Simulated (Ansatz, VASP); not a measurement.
# Nb5O: VASP beside Ansatz

The input INCAR:

```
SYSTEM = Nb5O
PREC = Accurate
ENCUT = 600
EDIFF = 1E-6
ISMEAR = 0
SIGMA = 0.1
LREAL = .FALSE.
LASPH = .TRUE.
NELM = 150
ALGO = Normal
ISIF = 3
LWAVE = .FALSE.
LCHARG = .FALSE.
ISPIN = 2
MAGMOM = 0 0 0 0 0 0
LORBIT = 11
LMAXMIX = 4
GGA = PE
IBRION = 2
NSW = 90
EDIFFG = -0.04
```

The input KPOINTS:

```
regular mesh
0
G
  3 3 4
  0 0 0
```

The input POSCAR:

```
Nb5O
1.0
    6.0450392700      0.0000000000      0.0000000000
   -3.0225196400      5.2351575800      0.0000000000
    0.0000000000      0.0000000000      5.4612827000
Nb O
5 1
Direct
    0.3333333300      0.6666666700      0.2926798100
    0.3333333300      0.6666666700      0.7073201900
    0.6666666700      0.3333333300      0.7073201900
    0.6666666700      0.3333333300      0.2926798100
    0.0000000000      0.0000000000      0.5000000000
    0.0000000000      0.0000000000      0.0000000000
```

Input for Ansatz:

```yaml
crystal:
  lattice:
    - [6.04503927, 0.0, 0.0]
    - [-3.02251964, 5.23515758, 0.0]
    - [0.0, 0.0, 5.4612827]
  atoms:
    - { symbol: Nb, position: [0.33333333, 0.66666667, 0.29267981] }
    - { symbol: Nb, position: [0.33333333, 0.66666667, 0.70732019] }
    - { symbol: Nb, position: [0.66666667, 0.33333333, 0.70732019] }
    - { symbol: Nb, position: [0.66666667, 0.33333333, 0.29267981] }
    - { symbol: Nb, position: [0.0, 0.0, 0.5] }
    - { symbol: O, position: [0.0, 0.0, 0.0] }
basis:
  ecutwfc: 420
kpoints:
  mp_grid: { grid: [3, 3, 4] }
hamiltonian:
  xc: pbe
scf:
  occupations: { method: gaussian, width: 0.1 }
  lower_state_search: "off"
output:
  forces: true
  stress: true
  eigenvalues: true
  populations: true
magnetization:
  spin_polarized: true
relax:
  adjacent_minimum: "off"
  f_tol: 0.04
  max_steps: 70
  cell: { stress_tol: 0.4 }
```

Alike in both runs: task relaxation of cell and atoms; functional PBE; k mesh 3 × 3 × 4; occupations gaussian, width 0.1 eV; collinear spin.

```csv
,VASP,Ansatz
version,VASP 6.6.1,Ansatz 0.2.0
potentials or method,"VASP PAW PBE potentials, release 64 (Nb_sv, O), cutoff 600 eV","scalar-relativistic, plane waves, PAW"
valence electrons in the cell,71,71
```

Ansatz gave:

| Item | Value |
| --- | --- |
| gap on the k mesh at the Fermi level, each at its own relaxed structure (eV) | none |
| relaxed volume (Å³/atom) | 16.90 |
| relaxed length of the cell vector where the two differ most in proportion (Å) | 5.260 |

Task: What did VASP give for the same quantities?

Result: gap on the k mesh at the Fermi level, each at its own relaxed structure (eV): none; relaxed volume (Å³/atom): 16.86; relaxed length of the cell vector where the two differ most in proportion (Å): 5.251.

A gap of «none» marks a metal or a gap that the smearing closes. Ansatz's warnings: no starting moments.

The k mesh is coarse, so the values compare programs but aren't converged. Noted on VASP's run: the volume moved by over 15 % at a fixed basis, so the end points are rough.
